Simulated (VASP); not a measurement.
# Cd (Fm-3m) in VASP: notebook

Cd is run at these levels: revPBE; tasks: single point.

Everything below comes from runs of VASP 6.6.1. Logs are shortened: lines on timing, memory, paths and dates and some standing lists are left out, and cuts for length are marked.

## (1) The cell of the first run

Symmetry: Fm-3m, No. 225, cubic system. The conventional cell has a = 4.452 Å, b = 4.452 Å, c = 4.452 Å, α = 90.00°, β = 90.00°, γ = 90.00°. Cd (site symmetry m-3m) has 12 Cd at 3.15 Å within 4.1 Å.

## (2) Single point, revPBE (volume scaled by 0.92)

INCAR reads:

```
  ALGO = Normal
  EDIFF = 1E-6
  ENCUT = 520
  GGA = RE
  ISIF = 2
  ISMEAR = -1
  LASPH = T
  LCHARG = F
  LREAL = F
  LWAVE = F
  NBANDS = 12
  NELM = 60
  PREC = Accurate
  SIGMA = 0.1
```

KPOINTS reads:

```
k-points
0
Gamma
  13 13 13
```

POSCAR reads:

```
Cd
1.0
    0.0000000000      2.2258409568      2.2258409568
    2.2258409568      0.0000000000      2.2258409568
    2.2258409568      2.2258409568      0.0000000000
Cd
1
Direct
    0.0000000000      0.0000000000      0.0000000000
```

Potentials or basis: VASP PAW PBE potentials, release 64 (Cd).

Run with:

```sh
> cat potpaw_PBE.64/Cd/POTCAR > POTCAR
> mpirun -np 1 vasp_std > vasp.out
```

OUTCAR:

```text
EDIFF = 1E-6
   ENCUT = 520
   GGA = RE
   ISIF = 2
   ISMEAR = -1
   LASPH = T
   LREAL = F
   NELM = 60
   PREC = Accurate

 ion  position               nearest neighbor table
   1  0.000  0.000  0.000-

  LATTYP: Found a face centered cubic cell.
 ALAT       =     4.4516819136

  Lattice vectors:

 A1 = (   0.0000000000,   2.2258409568,   2.2258409568)
 A2 = (   2.2258409568,   0.0000000000,   2.2258409568)
 A3 = (   2.2258409568,   2.2258409568,   0.0000000000)

Analysis of symmetry for initial positions (statically):
=====================================================================
 Subroutine PRICEL returns:
 Original cell was already a primitive cell.

 Routine SETGRP: Setting up the symmetry group for a
 face centered cubic supercell.

 Subroutine GETGRP returns: Found 48 space group operations
 (whereof 48 operations were pure point group operations)
 out of a pool of 48 trial point group operations.

The static configuration has the point symmetry O_h .

Analysis of symmetry for dynamics (positions and initial velocities):
=====================================================================
 Subroutine PRICEL returns:
 Original cell was already a primitive cell.

 Routine SETGRP: Setting up the symmetry group for a
 face centered cubic supercell.

 Subroutine GETGRP returns: Found 48 space group operations
 (whereof 48 operations were pure point group operations)
 out of a pool of 48 trial point group operations.

The dynamic configuration has the point symmetry O_h .

 Subroutine INISYM returns: Found 48 space group operations
 (whereof 48 operations are pure point group operations),
 and found     1 'primitive' translations

----------------------------------------------------------------------------------------

                                     Primitive cell

  volume of cell :      22.0553

  direct lattice vectors                    reciprocal lattice vectors
     0.000000000  2.225840957  2.225840957    -0.224634199  0.224634199  0.224634199
     2.225840957  0.000000000  2.225840957     0.224634199 -0.224634199  0.224634199
     2.225840957  2.225840957  0.000000000     0.224634199  0.224634199 -0.224634199

  length of vectors
     3.147814469  3.147814469  3.147814469     0.389077845  0.389077845  0.389077845

  position of ions in fractional coordinates (direct lattice)
     0.000000000  0.000000000  0.000000000

  ion indices of the primitive-cell ions
   primitive index   ion index
                 1           1

----------------------------------------------------------------------------------------

 KPOINTS: k-points

Automatic generation of k-mesh.
 Grid dimensions read from file:
 generate k-points for:   13   13   13

 Generating k-lattice:

  Cartesian coordinates                     Fractional coordinates (reciprocal lattice)
    -0.017279554  0.017279554  0.017279554     0.076923077  0.000000000  0.000000000
     0.017279554 -0.017279554  0.017279554     0.000000000  0.076923077  0.000000000
     0.017279554  0.017279554 -0.017279554     0.000000000  0.000000000  0.076923077

  Length of vectors
     0.029929065  0.029929065  0.029929065

  Shift w.r.t. Gamma in fractional coordinates (k-lattice)
     0.000000000  0.000000000  0.000000000

 Subroutine IBZKPT returns following result:
 ===========================================

 Found     84 irreducible k-points:

 Following reciprocal coordinates:
            Coordinates               Weight
  0.000000  0.000000  0.000000      1.000000
  0.076923  0.000000  0.000000      8.000000
  0.153846  0.000000  0.000000      8.000000
  0.230769  0.000000  0.000000      8.000000
  0.307692  0.000000  0.000000      8.000000
  0.384615  0.000000  0.000000      8.000000
[... 16 lines left out ...]
  0.384615  0.153846  0.000000     24.000000
  0.461538  0.153846  0.000000     24.000000
 [... further k-points ...]
   k-points           NKPTS =     84   k-points in BZ     NKDIM =     84   number of bands    NBANDS=     12
   number of dos      NEDOS =    301   number of ions     NIONS =      1
   total plane-waves  NPLWV =  13824
   dimension x,y,z NGX =    24 NGY =   24 NGZ =   24
   dimension x,y,z NGXF=    48 NGYF=   48 NGZF=   48
   ions per type =               1
   NGX,Y,Z   is equivalent  to a cutoff of  12.68, 12.68, 12.68 a.u.
   NGXF,Y,Z  is equivalent  to a cutoff of  25.35, 25.35, 25.35 a.u.
 SYSTEM =  unknown system
   PREC   = accura    normal or accurate (medium, high low for compatibility)
   ISTART =      0    job   : 0-new  1-cont  2-samecut
   ICHARG =      2    charge: 1-file 2-atom 10-const
   ISPIN  =      1    spin polarized calculation?
   LNONCOLLINEAR =      F non collinear calculations
   LSORBIT =      F    spin-orbit coupling
   LASPH  =      T    aspherical Exc in radial PAW
   ENCUT  =  520.0 eV  38.22 Ry    6.18 a.u.   5.85  5.85  5.85*2*pi/ulx,y,z
   NELM   =     60;   NELMIN=  2; NELMDL= -5     # of ELM steps
   EDIFF  = 0.1E-05   stopping-criterion for ELM
   LREAL  =      F    real-space projection
   EDIFFG = 0.1E-04   stopping-criterion for IOM
   NSW    =      0    number of steps for IOM
   IBRION =     -1    ionic relax: 0-MD 1-quasi-New 2-CG
   NFREE  =      0    steps in history (QN), initial steepest desc. (CG)
   ISIF   =      2    stress and relaxation
   ISYM   =      2    0-nonsym 1-usesym 2-fastsym
   POTIM  = 0.5000    time-step for ionic-motion
   TEBEG  =    0.0;   TEEND  =   0.0 temperature during run
   PSTRESS=    0.0 pullay stress
   NELECT =      12.0000    total number of electrons
   NUPDOWN=      -1.0000    fix difference up-down
   EMIN   =  10.00;   EMAX   =-10.00  energy-range for DOS
   EFERMI =   0.00;   METHOD = LEGACY
   ISMEAR =    -1;   SIGMA  =   0.10  broadening in eV -4-tet -1-fermi 0-gaus
   EFERMI_NEDOS =   21; number of points for ismear=-14 and -15
   IALGO  =     38    algorithm
   IMIX   =      4    mixing-type and parameters
     AMIX     =   0.40;   BMIX     =  1.00
     AMIX_MAG =   1.60;   BMIX_MAG =  1.00
  volume/ion in A,a.u.               =      22.06       148.84
  Fermi-wavevector in a.u.,A,eV,Ry     =   1.336486  2.525593 24.302660  1.786195
  Thomas-Fermi vector in A             =   2.465109
   LORBIT       =      0    0 simple, 1 ext, 2 COOP (PROOUT), +10 PAW based schemes
   GGA     = RE    functional components
   LHFCALC =     F    Hartree Fock is set to
   AEXX    =    0.0000 exact exchange contribution
   IVDW    =     0    specifies the selected vdW correction
   LEPSILON=     F    determine dielectric tensor
   LRPA    =     F    only Hartree local field effects (RPA)
 non-spin polarized calculation
  energy-cutoff  :      520.00
  volume of cell :       22.06
 maximum number of plane-waves:       609
   NGX = 11   NGY = 11   NGZ = 11

 number of electron      12.0000001 magnetization

 Free energy of the ion-electron system (eV)
  ---------------------------------------------------
  ext. energy  EPLUGINS =         0.00000000
  ---------------------------------------------------
  free energy    TOTEN  =        -0.40280627 eV

  energy without entropy =       -0.39076595  energy(sigma->0) =       -0.39678611

 E-fermi :   2.8798     XC(G=0): -10.8411

 val. band max:        2.8617441772   @ k =  -0.3846   0.4615   0.0769
 cond. band min:       2.8882416929   @ k =  -0.3077   0.3846   0.0769
 fundamental gap:      0.0264975157
 Fermi energy:         2.8797737781

 k-point     1 :       0.0000    0.0000    0.0000
  band No.  band energies     occupation
      1      -6.2701      2.00000
      2      -6.2701      2.00000
      3      -6.2701      2.00000
      4      -5.8298      2.00000
      5      -5.8298      2.00000
      6      -5.8287      2.00000
      7      16.6938      0.00000
      8      17.7522      0.00000
      9      17.7522      0.00000
     10      17.7522      0.00000
     11      21.0625      0.00000
     12      21.0625      0.00000

 k-point     2 :       0.0769    0.0000    0.0000
  band No.  band energies     occupation
      1      -6.2876      2.00000
      2      -6.2463      2.00000
      3      -6.2463      2.00000
      4      -5.8353      2.00000
      5      -5.8353      2.00000
      6      -5.6732      2.00000
      7      15.5748      0.00000
      8      16.9694      0.00000
      9      17.5079      0.00000
     10      17.5079      0.00000
     11      21.4815      0.00000
     12      21.4817      0.00000

 k-point     3 :       0.1538    0.0000    0.0000
  band No.  band energies     occupation
      1      -6.3582      2.00000
      2      -6.1949      2.00000
      3      -6.1949      2.00000
      4      -5.8342      2.00000
      5      -5.8342      2.00000
      6      -5.1822      2.00000
      7      12.6999      0.00000
      8      16.8981      0.00000
      9      16.9963      0.00000
     10      16.9963      0.00000
     11      21.1936      0.00000
     12      22.1814      0.00000
[... 286 lines left out ...]
 k-point    23 :       0.3846    0.1538    0.0000
  band No.  band energies     occupation
      1      -6.5742      2.00000
      2      -6.2422      2.00000
      3      -6.0465      2.00000
      4      -5.9138      2.00000
      5      -5.5143      2.00000
      6      -2.1366      2.00000
      7       6.6212      0.00000
      8      13.0231      0.00000
      9      13.3927      0.00000
     10      14.9317      0.00000
     11      20.9182      0.00000
     12      22.5974      0.00000

 k-point    24 :       0.4615    0.1538    0.0000
  band No.  band energies     occupation
      1      -6.6095      2.00000
      2      -6.2916      2.00000
      3      -6.0859      2.00000
      4      -5.8078      2.00000
      5      -5.4581      2.00000
      6      -0.5735      2.00000
      7       4.1788      0.00000
      8      12.2832      0.00000
      9      13.1188      0.00000
     10      14.9295      0.00000
     11      22.0713      0.00000
     12      22.1231      0.00000

 [... further k-points ...]

------------------------ aborting loop because EDIFF is reached ----------------------------------------

  FORCE on cell =-STRESS in cart. coord.  units (eV):
  Direction    XX          YY          ZZ          XY          YZ          ZX
  --------------------------------------------------------------------------------------
  -------------------------------------------------------------------------------------
  Total        0.5160413      0.5160413      0.5160413      0.0000000     -0.0000000      0.0000000
  in kB       37.4871705     37.4871705     37.4871705      0.0000000     -0.0000000      0.0000000
  external PRESSURE =      37.4871705 kB  Pullay stress =       0.0000000 kB

 VOLUME and BASIS-vectors are now :
 -----------------------------------------------------------------------------
  energy-cutoff  :      520.00
  volume of cell :       22.06
      direct lattice vectors                 reciprocal lattice vectors
     0.000000000  2.225840957  2.225840957    -0.224634199  0.224634199  0.224634199
     2.225840957  0.000000000  2.225840957     0.224634199 -0.224634199  0.224634199
     2.225840957  2.225840957  0.000000000     0.224634199  0.224634199 -0.224634199

 POSITION                                       TOTAL-FORCE (eV/Angst)
 -----------------------------------------------------------------------------------
      0.00000      0.00000      0.00000         0.000000      0.000000      0.000000
 -----------------------------------------------------------------------------------
    total drift:                               -0.000000     -0.000000     -0.000000

  FREE ENERGIE OF THE ION-ELECTRON SYSTEM (eV)
  ---------------------------------------------------
  free  energy   TOTEN  =        -0.4028062737 eV

  energy  without entropy=       -0.3907659482  energy(sigma->0) =       -0.39678611
```

Wall time 7.2 s (1 thread of Intel Xeon Platinum 8488C (Sapphire Rapids), shared host); peak memory 0.15 GiB.

What came out:

| Quantity | Value |
| --- | --- |
| Free energy | -0.4028 eV |
| Pressure | 3.7 GPa |
| Band gap on the k mesh | zero (band 6 reaches 3.95 eV, above the bottom of band 7 at 1.76 eV) |

Levels at points of the mesh, in eV from the Fermi level:
| k point | band 2 | band 3 | band 4 | band 5 | band 6 | band 7 | band 8 | band 9 | band 10 | band 11 |
| --- | --- | --- | --- | --- | --- | --- | --- | --- | --- | --- |
| (0.00, 0.00, 0.00) | -9.15 | -9.15 | -8.71 | -8.71 | -8.71 | 13.81 | 14.87 | 14.87 | 14.87 | 18.18 |

Caveat: the PAW data sets were made with another functional, which shifts forces and pressure a little.

## (3) Single point, revPBE (volume scaled by 0.96)

INCAR reads:

```
SYSTEM = Cd
PREC = Accurate
ENCUT = 520
EDIFF = 1E-7
ISMEAR = -1
SIGMA = 0.1
LREAL = .False.
LASPH = .True.
NELM = 100
ALGO = Normal
ISIF = 2
LWAVE = .False.
LCHARG = .True.
GGA = RE
LELF = .True.
LVHAR = .True.
NBANDS = 12
```

KPOINTS reads:

```
regular mesh
0
Gamma
  13 13 13
  0 0 0
```

POSCAR reads:

```
Cd
1.0
    0.0000000000      2.2576429814      2.2576429814
    2.2576429814      0.0000000000      2.2576429814
    2.2576429814      2.2576429814      0.0000000000
Cd
1
Direct
    0.0000000000      0.0000000000      0.0000000000
```

Potentials or basis: VASP PAW PBE potentials, release 64 (Cd).

Run with:

```sh
> cat potpaw_PBE.64/Cd/POTCAR > POTCAR
> mpirun -np 1 vasp_std > vasp.out
```

Wall time 8 s (1 thread of Intel Xeon Platinum 8488C (Sapphire Rapids), shared host); peak memory 0.15 GiB.

Results (log left out):

```
Free energy            : -0.4188 eV
Pressure               : 1.7 GPa
Band gap on the k mesh : zero (band 6 reaches 3.67 eV, above the bottom of band 7 at 1.42 eV)
```

Levels at points of the mesh, in eV from the Fermi level:
| k point | band 3 | band 4 | band 5 | band 6 | band 7 | band 8 | band 9 | band 10 |
| --- | --- | --- | --- | --- | --- | --- | --- | --- |
| (0.00, 0.00, 0.00) | -9.04 | -8.64 | -8.64 | -8.40 | 13.66 | 14.45 | 14.45 | 14.45 |

Caveat: the PAW data sets were made with another functional, which shifts forces and pressure a little.

(Part 1 of 2 ends here.)
